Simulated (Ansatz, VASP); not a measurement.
## ZnO: VASP beside Ansatz

File INCAR:

```
PREC = Accurate
ENCUT = 520
EDIFF = 1E-7
ISMEAR = -1
SIGMA = 0.02
LREAL = False
LASPH = True
NELM = 100
ALGO = Normal
ISIF = 2
LWAVE = False
LCHARG = False
GGA = PE
NBANDS = 26
```

Contents of KPOINTS:

```
Automatic mesh
0
Gamma
  11 11 6
```

The input POSCAR:

```
ZnO
1.0
    3.2818927111      0.0000000000      0.0000000000
   -1.6409463555      2.8422024603      0.0000000000
    0.0000000000      0.0000000000      5.2038000000
Zn O
2 2
Direct
    0.3333333333      0.6666666667      0.0000000000
    0.6666666667      0.3333333333      0.5000000000
    0.3333333333      0.6666666667      0.3821000000
    0.6666666667      0.3333333333      0.8821000000
```

Input for Ansatz:

```yaml
crystal:
  lattice:
    - [3.2818927111, 0.0, 0.0]
    - [-1.6409463555, 2.8422024603, 0.0]
    - [0.0, 0.0, 5.2038]
  atoms:
    - { symbol: Zn, position: [0.3333333333, 0.6666666667, 0.0] }
    - { symbol: Zn, position: [0.6666666667, 0.3333333333, 0.5] }
    - { symbol: O, position: [0.3333333333, 0.6666666667, 0.3821] }
    - { symbol: O, position: [0.6666666667, 0.3333333333, 0.8821] }
kpoints:
  mp_grid: { grid: [11, 11, 6] }
  band_path:
    path:
      - [0.0, 0.0, 0.0]
      - [0.5, 0.0, 0.0]
      - [0.3333333333, 0.3333333333, 0.0]
      - [0.0, 0.0, 0.0]
      - [0.0, 0.0, 0.5]
      - [0.5, 0.0, 0.5]
      - [0.3333333333, 0.3333333333, 0.5]
      - [0.0, 0.0, 0.5]
      - [0.5, 0.0, 0.5]
    npoints: 5
scf:
  occupations: { method: fermi_dirac, width: 0.02 }
hamiltonian:
  xc: pbe
  pseudopotentials: { kind: all_electron, lapw: { basis_error: 0.0005 } }
output:
  forces: true
  stress: true
  eigenvalues: true
```

Change from the starting cell: equal xx and yy strain of +1 %.

Alike in both runs: task single point; functional PBE; k mesh 11 × 11 × 6; occupations fermi-dirac, width 0.02 eV; no spin polarisation.

|  | VASP | Ansatz |
| --- | --- | --- |
| version | VASP 6.6.1 | Ansatz 0.2.0 |
| potentials or method | VASP PAW PBE potentials, release 64 (Zn, O), cutoff 520 eV | all-electron LAPW, scalar-relativistic |

```tsv
	VASP	Ansatz	Ansatz less VASP
gap on the k mesh at the Fermi level (eV)	0.77	0.80	+0.031
pressure (GPa)	3.0	2.0	-1.02
traceless stress, the component that is largest in VASP (GPa)	1.68	1.64	-0.043
rms of the force components (eV/Å)	0.031	0.028	-0.0033
```

Atom by atom the forces differ by 0.003 eV/Å (rms over components). Ansatz ran all-electron here, and VASP with PAW potentials.
